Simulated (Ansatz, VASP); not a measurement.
# Ni: VASP beside Ansatz

```
CELL_PARAMETERS angstrom
0.00000 1.75969 1.75969
1.75969 0.00000 1.75969
1.75969 1.75969 0.00000
ATOMIC_POSITIONS crystal
Ni 0.00000 0.00000 0.00000
```

Alike in both runs: functional PBE; k mesh 15 × 15 × 15; occupations fermi-dirac, width 0.05 eV; collinear spin.

Ansatz relaxed the structure, and its values are those at the end. VASP's run is a single point on that final structure, the one shown.

|  | VASP | Ansatz |
| --- | --- | --- |
| version | VASP 6.6.1 | Ansatz 0.2.0 |
| potentials or method | VASP PAW PBE potentials, release 64 (Ni), cutoff 520 eV | plane waves, PAW |
| valence electrons in the cell | 10 | 18 |

Ansatz gave:

- pressure (GPa): 0.0
- net moment per atom (μB): 0.66
- size of the moment on the site where the two differ most (μB): 0.70

Question: Which values does VASP return?

Answer: Pressure (GPa): -0.1; net moment per atom (μB): 0.64; size of the moment on the site where the two differ most (μB): 0.66.

Site moments also hang on the region over which each program counts them. VASP's potentials hold 10 valence electrons a cell and Ansatz's 18, so a difference there can come from the potentials and not from the codes.
